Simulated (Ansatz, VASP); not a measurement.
**Sb: VASP beside Ansatz**

```
Sb
1.0
     2.21512    1.27890    3.80016
    -2.21512    1.27890    3.80016
     0.00000   -2.55780    3.80016
Sb
2
Direct
  0.23364 0.23364 0.23364
  0.76636 0.76636 0.76636
```

Change from the starting cell: strain +0.030 along x and y, +0.015 along z, atoms carried along.

Alike in both runs: task single point; functional PBEsol; k mesh 12 × 12 × 12; occupations gaussian, width 0.15 eV; no spin polarisation.

```csv
,VASP,Ansatz
version,VASP 6.6.1,Ansatz 0.2.0
potentials or method,"VASP PAW PBE potentials, release 64 (Sb), cutoff 520 eV","scalar-relativistic, plane waves, PAW"
valence electrons in the cell,10,30
```

Ansatz gave:

```
gap on the k mesh at the Fermi level (eV)                     : none
pressure (GPa)                                                : -3.4
traceless stress, the component that is largest in VASP (GPa) : 0.59
rms of the force components (eV/Å)                            : 0.088
```

Question: What did VASP give for the same quantities?

Answer: gap on the k mesh at the Fermi level (eV): none; pressure (GPa): -3.3; traceless stress, the component that is largest in VASP (GPa): 0.55; rms of the force components (eV/Å): 0.065.

VASP's potentials were made for PBE, not for PBEsol. Atom by atom the forces differ by 0.023 eV/Å (rms over components). A gap of «none» marks a metal or a gap that the smearing closes. VASP's potentials hold 10 valence electrons a cell and Ansatz's 30, so a difference there can come from the potentials and not from the codes.

Neither program's run includes spin-orbit coupling.
